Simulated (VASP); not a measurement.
# Ga4As4N in VASP: single point with PBE+D3(BJ)

Aim: the single point of Ga4As4N with PBE+D3(BJ).

Everything below comes from runs of VASP 6.6.1. Logs are shortened: lines on timing, memory, paths and dates and some standing lists are left out, and cuts for length are marked.

## Step 1: The cell of the first run

The cell holds a slab with vacuum, 18 atoms: a = 8.027 Å, b = 8.027 Å, c = 22.641 Å, α = 90.00°, β = 90.00°, γ = 120.00°.

## Step 2: Single point, PBE+D3(BJ)

File INCAR:

```
SYSTEM = Ga4As4N
PREC = Accurate ; ENCUT = 520
EDIFF = 1E-6 ; ISMEAR = 0
SIGMA = 0.05 ; LREAL = Auto
LASPH = .True. ; NELM = 80
ALGO = Normal ; ISIF = 2
LWAVE = .False. ; LCHARG = .False.
LDIPOL = .True. ; IDIPOL = 3
DIPOL = 0.5 0.5 0.297 ; GGA = PE
IVDW = 12 ; NBANDS = 92
```

File KPOINTS:

```
regular mesh
0
Gamma
  6 6 1
  0 0 0
```

File POSCAR:

```
Ga4As4N
1.0
    8.0267120225      0.0000000000      0.0000000000
   -4.0133560112      6.9513365203      0.0000000000
    0.0000000000      0.0000000000     22.6407100769
As Ga N
8 8 2
Direct
    0.0000000000      0.0000000000      0.1766729041
    0.0000000000      0.5000000000      0.1766729041
    0.5000000000      0.0000000000      0.1766729041
    0.5000000000      0.5000000000      0.1766729041
    0.1666666667      0.3333333333      0.3302634061
    0.1666666667      0.8333333333      0.3302634061
    0.6666666667      0.3333333333      0.3302634061
    0.6666666667      0.8333333333      0.3302634061
    0.1666666667      0.3333333333      0.2128565248
    0.1666666667      0.8333333333      0.2128565248
    0.6666666667      0.3333333333      0.2128565248
    0.6666666667      0.8333333333      0.2128565248
    0.3333333333      0.1666666667      0.3595607227
    0.3333333333      0.6666666667      0.3595607227
    0.8333333333      0.1666666667      0.3595607227
    0.8333333333      0.6666666667      0.3595607227
    0.5000000000      0.5000000000      0.4876485781
    0.5000000000      0.5000000000      0.5362336268
```

Potentials or basis: VASP PAW PBE potentials, release 64 (As, Ga_d, N).

The run is started by

```console
$ cat potpaw_PBE.64/As/POTCAR potpaw_PBE.64/Ga_d/POTCAR potpaw_PBE.64/N/POTCAR > POTCAR
$ mpirun -np 1 vasp_std > vasp.out
```

OUTCAR:

```text
SYSTEM = Ga4As4N
   PREC = Accurate
   ENCUT = 520
   EDIFF = 1E-6
   ISMEAR = 0
   LREAL = Auto
   LASPH = .True.
   NELM = 80
   ISIF = 2
   GGA = PE
   IVDW = 12
 IVDW          = 12

 ion  position               nearest neighbor table
   1  0.000  0.000  0.177-   9 2.46  12 2.46  10 2.46
   2  0.000  0.500  0.177-  10 2.46  11 2.46   9 2.46
   3  0.500  0.000  0.177-  11 2.46  10 2.46  12 2.46
   4  0.500  0.500  0.177-  12 2.46   9 2.46  11 2.46
   5  0.167  0.333  0.330-  13 2.41  14 2.41  15 2.41   9 2.66
   6  0.167  0.833  0.330-  14 2.41  13 2.41  16 2.41  10 2.66
   7  0.667  0.333  0.330-  15 2.41  16 2.41  13 2.41  11 2.66
   8  0.667  0.833  0.330-  16 2.41  15 2.41  14 2.41  12 2.66
   9  0.167  0.333  0.213-   1 2.46   4 2.46   2 2.46   5 2.66
  10  0.167  0.833  0.213-   2 2.46   3 2.46   1 2.46   6 2.66
  11  0.667  0.333  0.213-   3 2.46   2 2.46   4 2.46   7 2.66
  12  0.667  0.833  0.213-   4 2.46   1 2.46   3 2.46   8 2.66
  13  0.333  0.167  0.360-   5 2.41   6 2.41   7 2.41
  14  0.333  0.667  0.360-   6 2.41   5 2.41   8 2.41
  15  0.833  0.167  0.360-   7 2.41   8 2.41   5 2.41
  16  0.833  0.667  0.360-   8 2.41   7 2.41   6 2.41
  17  0.500  0.500  0.488-  18 1.10
  18  0.500  0.500  0.536-  17 1.10

  LATTYP: Found a hexagonal cell.
 ALAT       =     8.0267120225
 C/A-ratio  =     2.8206705328

  Lattice vectors:

 A1 = (   8.0267120225,   0.0000000000,   0.0000000000)
 A2 = (  -4.0133560112,   6.9513365203,   0.0000000000)
 A3 = (   0.0000000000,   0.0000000000,  22.6407100769)

Analysis of symmetry for initial positions (statically):
=====================================================================
 Subroutine PRICEL returns:
 Original cell was already a primitive cell.

 Routine SETGRP: Setting up the symmetry group for a
 hexagonal supercell.

 Subroutine GETGRP returns: Found  6 space group operations
 (whereof  2 operations were pure point group operations)
 out of a pool of 24 trial point group operations.

The static configuration has the point symmetry C_1h.
 The point group associated with its full space group is C_3v.

Analysis of symmetry for dynamics (positions and initial velocities):
=====================================================================
 Subroutine PRICEL returns:
 Original cell was already a primitive cell.

 Routine SETGRP: Setting up the symmetry group for a
 hexagonal supercell.

 Subroutine GETGRP returns: Found  6 space group operations
 (whereof  2 operations were pure point group operations)
 out of a pool of 24 trial point group operations.

The dynamic configuration has the point symmetry C_1h.
 The point group associated with its full space group is C_3v.

 Subroutine INISYM returns: Found  6 space group operations
 (whereof  2 operations are pure point group operations),
 and found     1 'primitive' translations

----------------------------------------------------------------------------------------

                                     Primitive cell

  volume of cell :    1263.2696

  direct lattice vectors                    reciprocal lattice vectors
     8.026712022  0.000000000  0.000000000     0.124584014  0.071928614  0.000000000
    -4.013356011  6.951336520  0.000000000     0.000000000  0.143857228  0.000000000
     0.000000000  0.000000000 22.640710077     0.000000000  0.000000000  0.044168226

  length of vectors
     8.026712022  8.026712022 22.640710077     0.143857228  0.143857228  0.044168226

  position of ions in fractional coordinates (direct lattice)
     0.000000000  0.000000000  0.176672904
     1.000000000  0.500000000  0.176672904
     0.500000000  0.000000000  0.176672904
     0.500000000  0.500000000  0.176672904
     0.166666667  0.333333333  0.330263406
     0.166666667  0.833333333  0.330263406
[... 10 lines left out ...]
     0.500000000  0.500000000  0.487648578
     0.500000000  0.500000000  0.536233627

  ion indices of the primitive-cell ions
   primitive index   ion index
                 1           1
                 2           2
                 3           3
                 4           4
                 5           5
                 6           6
[... 10 lines left out ...]
                17          17
                18          18

----------------------------------------------------------------------------------------

 KPOINTS: regular mesh

Automatic generation of k-mesh.
 Grid dimensions read from file:
 generate k-points for:    6    6    1

 Generating k-lattice:

  Cartesian coordinates                     Fractional coordinates (reciprocal lattice)
     0.020764002  0.011988102  0.000000000     0.166666667 -0.000000000  0.000000000
     0.000000000  0.023976205  0.000000000     0.000000000  0.166666667  0.000000000
     0.000000000  0.000000000  0.044168226     0.000000000  0.000000000  1.000000000

  Length of vectors
     0.023976205  0.023976205  0.044168226

  Shift w.r.t. Gamma in fractional coordinates (k-lattice)
     0.000000000  0.000000000  0.000000000

 Subroutine IBZKPT returns following result:
 ===========================================

 Found      7 irreducible k-points:

 Following reciprocal coordinates:
            Coordinates               Weight
  0.000000  0.000000  0.000000      1.000000
  0.166667  0.000000  0.000000      6.000000
  0.333333  0.000000  0.000000      6.000000
  0.500000  0.000000  0.000000      3.000000
  0.166667  0.166667  0.000000      6.000000
  0.333333  0.166667  0.000000     12.000000
  0.333333  0.333333  0.000000      2.000000
   k-points           NKPTS =      7   k-points in BZ     NKDIM =      7   number of bands    NBANDS=     92
   number of dos      NEDOS =    301   number of ions     NIONS =     18
   total plane-waves  NPLWV = 604800
   dimension x,y,z NGX =    60 NGY =   60 NGZ =  168
   dimension x,y,z NGXF=   120 NGYF=  120 NGZF=  336
   ions per type =               8   8   2
   NGX,Y,Z   is equivalent  to a cutoff of  12.43, 12.43, 12.34 a.u.
   NGXF,Y,Z  is equivalent  to a cutoff of  24.85, 24.85, 24.67 a.u.
 SYSTEM =  Ga4As4N
   PREC   = accura    normal or accurate (medium, high low for compatibility)
   ISTART =      0    job   : 0-new  1-cont  2-samecut
   ICHARG =      2    charge: 1-file 2-atom 10-const
   ISPIN  =      1    spin polarized calculation?
   LNONCOLLINEAR =      F non collinear calculations
   LSORBIT =      F    spin-orbit coupling
   LASPH  =      T    aspherical Exc in radial PAW
   ENCUT  =  520.0 eV  38.22 Ry    6.18 a.u.  14.92 14.92 42.10*2*pi/ulx,y,z
   NELM   =     80;   NELMIN=  2; NELMDL= -5     # of ELM steps
   EDIFF  = 0.1E-05   stopping-criterion for ELM
   LREAL  =      T    real-space projection
   EDIFFG = 0.1E-04   stopping-criterion for IOM
   NSW    =      0    number of steps for IOM
   IBRION =     -1    ionic relax: 0-MD 1-quasi-New 2-CG
   NFREE  =      0    steps in history (QN), initial steepest desc. (CG)
   ISIF   =      2    stress and relaxation
   ISYM   =      2    0-nonsym 1-usesym 2-fastsym
   POTIM  = 0.5000    time-step for ionic-motion
   TEBEG  =    0.0;   TEEND  =   0.0 temperature during run
   PSTRESS=    0.0 pullay stress
   NELECT =     154.0000    total number of electrons
   NUPDOWN=      -1.0000    fix difference up-down
   EMIN   =  10.00;   EMAX   =-10.00  energy-range for DOS
   EFERMI =   0.00;   METHOD = LEGACY
   ISMEAR =     0;   SIGMA  =   0.05  broadening in eV -4-tet -1-fermi 0-gaus
   EFERMI_NEDOS =   21; number of points for ismear=-14 and -15
   IALGO  =     38    algorithm
   IMIX   =      4    mixing-type and parameters
     AMIX     =   0.40;   BMIX     =  1.00
     AMIX_MAG =   1.60;   BMIX_MAG =  1.00
  volume/ion in A,a.u.               =      70.18       473.61
  Fermi-wavevector in a.u.,A,eV,Ry     =   0.811739  1.533964  8.965153  0.658920
  Thomas-Fermi vector in A             =   1.921154
   LORBIT       =      0    0 simple, 1 ext, 2 COOP (PROOUT), +10 PAW based schemes
   GGA     = PE    functional components
   LHFCALC =     F    Hartree Fock is set to
   AEXX    =    0.0000 exact exchange contribution
   IVDW    =    12    specifies the selected vdW correction
   LEPSILON=     F    determine dielectric tensor
   LRPA    =     F    only Hartree local field effects (RPA)
 non-spin polarized calculation
 Gauss-broadening in eV      SIGMA  =   0.05
  energy-cutoff  :      520.00
  volume of cell :     1263.27
 maximum number of plane-waves:     34071
 NGX is ok and might be reduce to    60
   NGX = 29   NGY = 29   NGZ = 85

 number of electron     153.9999889 magnetization

 dipolmoment           0.000000      0.000000     -0.613273 electrons x Angstroem

 Free energy of the ion-electron system (eV)
  ---------------------------------------------------
  ext. energy  EPLUGINS =         0.00000000
  ---------------------------------------------------
  free energy    TOTEN  =       -77.16881801 eV

  energy without entropy =      -77.16546332  energy(sigma->0) =      -77.16714067

 E-fermi :  -1.6653     XC(G=0):  -3.6628

 val. band max:       -1.6725303758   @ k =   0.0000   0.0000   0.0000
 cond. band min:      -1.6553417041   @ k =   0.3333   0.3333   0.0000
 fundamental gap:      0.0171886717
 Fermi energy:        -1.6653019282

 k-point     1 :       0.0000    0.0000    0.0000
  band No.  band energies     occupation
      1     -26.7995      2.00000
      2     -17.5786      2.00000
      3     -17.5773      2.00000
      4     -17.5767      2.00000
      5     -17.5767      2.00000
      6     -17.5067      2.00000
[... 81 lines left out ...]
     88       0.2744      0.00000
     89       0.4370      0.00000

 k-point     2 :       0.1667    0.0000    0.0000
  band No.  band energies     occupation
      1     -26.7995      2.00000
      2     -17.5771      2.00000
      3     -17.5758      2.00000
      4     -17.5753      2.00000
      5     -17.5752      2.00000
      6     -17.5071      2.00000
[... 458 lines left out ...]
      5     -17.5695      2.00000
      6     -17.5073      2.00000
[... 81 lines left out ...]
     88       1.6158      0.00000
     89       1.6192      0.00000
 [bands above 89 left out]

------------------------ aborting loop because EDIFF is reached ----------------------------------------

 vacuum level on the upper side and lower side of the slab       (xc-potential included)        -1.081         0.865

 Edisp (eV)   -3.47277

 E8    (eV) :    -1.6026

  FORCE on cell =-STRESS in cart. coord.  units (eV):
  Direction    XX          YY          ZZ          XY          YZ          ZX
  --------------------------------------------------------------------------------------
  -------------------------------------------------------------------------------------
  Total       0.11292     0.11292     0.99211     0.00000    -0.00000     0.00000
  in kB       0.14322     0.14322     1.25827     0.00000    -0.00000     0.00000
  external pressure =        0.51 kB  Pullay stress =        0.00 kB

 VOLUME and BASIS-vectors are now :
 -----------------------------------------------------------------------------
  energy-cutoff  :      520.00
  volume of cell :     1263.27
      direct lattice vectors                 reciprocal lattice vectors
     8.026712022  0.000000000  0.000000000     0.124584014  0.071928614  0.000000000
    -4.013356011  6.951336520  0.000000000     0.000000000  0.143857228  0.000000000
     0.000000000  0.000000000 22.640710077     0.000000000  0.000000000  0.044168226

 POSITION                                       TOTAL-FORCE (eV/Angst)
 -----------------------------------------------------------------------------------
      0.00000      0.00000      4.00000         0.004162     -0.002403      0.455966
     -2.00668      3.47567      4.00000         0.000000      0.004806      0.455966
      4.01336      0.00000      4.00000        -0.004162     -0.002403      0.455966
      2.00668      3.47567      4.00000        -0.000000      0.000000      0.444057
      0.00000      2.31711      7.47740        -0.005568     -0.003215     -0.013952
     -2.00668      5.79278      7.47740        -0.000000      0.000000     -0.008610
[... 10 lines left out ...]
      2.00668      3.47567     11.04071        -0.000000      0.000000     -2.298602
      2.00668      3.47567     12.14071        -0.000000      0.000000      2.288921
 -----------------------------------------------------------------------------------
    total drift:                               -0.000013      0.000004     -0.043654

  FREE ENERGIE OF THE ION-ELECTRON SYSTEM (eV)
  ---------------------------------------------------
  free  energy   TOTEN  =       -80.6415919150 eV

  energy  without entropy=      -80.6382372269  energy(sigma->0) =      -80.63991457

 vacuum level on the upper side and lower side of the slab         1.577         3.573
```

Run time: 26 min. Hardware: 1 thread of Intel Xeon Platinum 8559C (Emerald Rapids), shared host; peak memory 1.4 GiB.

Results:

```yaml
Free_energy: -80.6416 eV
Largest_force: 2.299 eV/Å
Band_gap_on_the_k_mesh: 0.02 eV (least direct gap 0.07 eV)
Dispersion_energy_per_atom: -0.193 eV
```

Forces in eV/Å, atoms in the order of the input:
```
As   0.004 -0.002  0.456
As   0.000  0.005  0.456
As  -0.004 -0.002  0.456
As   0.000  0.000  0.444
As  -0.006 -0.003 -0.014
As   0.000  0.000 -0.009
As   0.006 -0.003 -0.014
As   0.000  0.006 -0.014
Ga   0.002  0.001 -0.458
Ga   0.000  0.000 -0.475
Ga  -0.002  0.001 -0.458
Ga   0.000 -0.002 -0.458
Ga   0.000  0.007  0.025
Ga   0.006 -0.004  0.025
Ga   0.000  0.000  0.025
Ga  -0.006 -0.004  0.025
N    0.000  0.000 -2.299
N    0.000  0.000  2.289
```

Levels at points of the mesh, in eV from the valence-band top:
```csv
k point,band 75,band 76,band 77,band 78,band 79,band 80
"(0.00, 0.00, 0.00)",-1.25,0.00,0.00,0.07,0.36,0.36
"(0.50, 0.00, 0.00)",-0.80,-0.57,-0.57,0.15,0.20,0.63
```

Caveat: the standard files for N, O and F lose accuracy on very short bonds; semilocal functionals underestimate gaps, and a narrow one can read as zero.
